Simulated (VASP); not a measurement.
## ZrO2: relaxation of the atoms with PBE

ZrO2:

```
CELL_PARAMETERS angstrom
3.59610 0.00000 0.00000
0.00000 3.59610 0.00000
0.00000 0.00000 5.33231
ATOMIC_POSITIONS crystal
Zr 0.00000 0.00000 0.00000
Zr 0.50000 0.50000 0.50000
O 0.00000 0.50000 0.20119
O 0.00000 0.50000 0.70119
O 0.50000 0.00000 0.29881
O 0.50000 0.00000 0.79881
```

This cell differs from its parent crystal: z stretched by +3 %.

```json
{"Program": "VASP 6.6.1", "Task": "relaxation of the atoms", "Functional": "PBE", "Potentials or basis": "VASP PAW PBE potentials, release 64 (Zr_sv, O)", "Cutoff": "520 eV", "k mesh": "8 × 8 × 6", "Occupations": "fermi-dirac, width 0.02 eV", "Spin": "no spin polarisation", "Dipole correction": "no", "Further INCAR settings": "ALGO = Normal; EDIFF = 1e-07; IBRION = 2; EDIFFG = -0.02; NSW = 80"}
```

- Energy gained by relaxing: 3.7 meV/atom
- Ionic steps: 3
- Pressure after relaxing: 1.7 GPa
- Largest force after relaxing: 0.011 eV/Å
- Band gap on the k mesh: 4.10 eV (least direct gap 4.17 eV)

Forces in eV/Å, atoms in the order of the input:
```
Zr   0.000  0.000  0.000
Zr   0.000  0.000  0.000
O    0.000  0.000 -0.011
O    0.000  0.000 -0.011
O    0.000  0.000  0.011
O    0.000  0.000  0.011
```

Stress tensor (GPa, compression positive):
```
 3.48  0.00  0.00
 0.00  3.48  0.00
 0.00  0.00 -1.75
```

Step by step:
```csv
step,energy change (eV),largest force (eV/Å),pressure (GPa)
1,0.0000,0.2300,-0.50
2,-0.0092,0.1817,0.02
3,-0.0224,0.0110,1.74
```

Final structure:
```xyz
6
Lattice="3.5961 0.0000 0.0000 0.0000 3.5961 0.0000 0.0000 0.0000 5.3323" Properties=species:S:1:pos:R:3 pbc="T T T"
Zr    0.0000    0.0000    0.0000
Zr    1.7980    1.7980    2.6662
O     0.0000    1.7980    1.0284
O     0.0000    1.7980    3.6946
O     1.7980    0.0000    1.6377
O     1.7980    0.0000    4.3039
```

Levels at points of the mesh, in eV from the valence-band top:
| k point | band 21 | band 22 | band 23 | band 24 | band 25 | band 26 | band 27 | band 28 |
| --- | --- | --- | --- | --- | --- | --- | --- | --- |
| (0.00, 0.00, 0.00) | -1.00 | -0.30 | -0.07 | -0.07 | 4.10 | 4.56 | 5.17 | 5.42 |
| (0.50, 0.00, 0.00) | -1.41 | -1.41 | -0.22 | -0.22 | 4.48 | 4.48 | 5.35 | 5.35 |
| (0.50, 0.50, 0.00) | -0.93 | -0.93 | -0.54 | -0.54 | 5.09 | 5.09 | 5.50 | 5.50 |
| (0.00, 0.00, 0.50) | -0.61 | -0.61 | 0.00 | 0.00 | 4.60 | 4.60 | 5.20 | 5.20 |
| (0.50, 0.00, 0.50) | -1.32 | -1.32 | -0.80 | -0.80 | 4.53 | 4.53 | 4.85 | 4.85 |
| (0.50, 0.50, 0.50) | -1.47 | -1.47 | -0.09 | -0.09 | 5.16 | 5.16 | 5.67 | 5.67 |

Wall time 6.8 min on 1 thread of Oxide Virtual Turin-like Processor, with other jobs on the host, peak memory 0.21 GiB.

Caveat: the cell differs from its parent crystal (z stretched by +3 %). A k mesh can miss the band edges.
